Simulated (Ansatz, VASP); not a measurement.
## One calculation of GaAs, two programs

```
Ga As
1.0
     0.00000    2.82685    2.82685
     2.82685    0.00000    2.82685
     2.82685    2.82685    0.00000
Ga As
1 1
Direct
  0.00000 0.00000 0.00000
  0.75000 0.75000 0.75000
```

Alike in both runs: task single point; functional PBE; k mesh 6 × 6 × 6; occupations gaussian, width 0.03 eV; no spin polarisation.

```csv
,VASP,Ansatz
version,VASP 6.6.1,Ansatz 0.2.0
potentials or method,"VASP PAW PBE potentials, release 64 (Ga_d, As), cutoff 520 eV","PAW, plane waves, scalar-relativistic"
valence electrons in the cell,18,28
```

```csv
,VASP,Ansatz,Ansatz less VASP
gap on the k mesh at the Fermi level (eV),0.52,0.51,-0.004
pressure (GPa),3.4,3.3,-0.17
```

VASP's potentials hold 18 valence electrons a cell and Ansatz's 28, so a difference there can come from the potentials and not from the codes.
